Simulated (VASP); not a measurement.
A run of VASP 6.6.1:

INCAR

```
SYSTEM = HfO3
  ALGO = Normal
  EDIFF = 1E-7
  ENCUT = 520
  GGA = PE
  ISIF = 2
  ISMEAR = 0
  LASPH = .True.
  LCHARG = .True.
  LELF = .True.
  LREAL = .False.
  LVHAR = .True.
  LWAVE = .False.
  NBANDS = 22
  NELM = 80
  PREC = Accurate
  SIGMA = 0.1
```

Contents of KPOINTS:

```
k-points
0
Gamma
  8 8 8
  0 0 0
```

File POSCAR:

```
HfO3
1.0
   -1.6095266792      1.6095266792      3.5359987859
    1.6095266792     -1.6095266792      3.5359987859
    1.6095266792      1.6095266792     -3.5359987859
Hf O
1 3
Direct
    0.0000000000      0.0000000000      0.0000000000
    0.7500000000      0.2500000000      0.5000000000
    0.2500000000      0.7500000000      0.5000000000
    0.5000000000      0.5000000000      0.0000000000
```

Potentials or basis: VASP PAW PBE potentials, release 64 (Hf_pv, O).

Launch:

```console
$ cat potpaw_PBE.64/Hf_pv/POTCAR potpaw_PBE.64/O/POTCAR > POTCAR
$ mpirun -np 1 vasp_std > vasp.out
```

Hardware: 1 thread of Intel Xeon 8259CL (shared host).

Task: How long does it take, and how much memory?

Result: Run time: 110 s on 1 thread of Intel Xeon 8259CL, on a shared host, peak memory 0.2 GiB. Counts: scf iterations 22, k points 59.
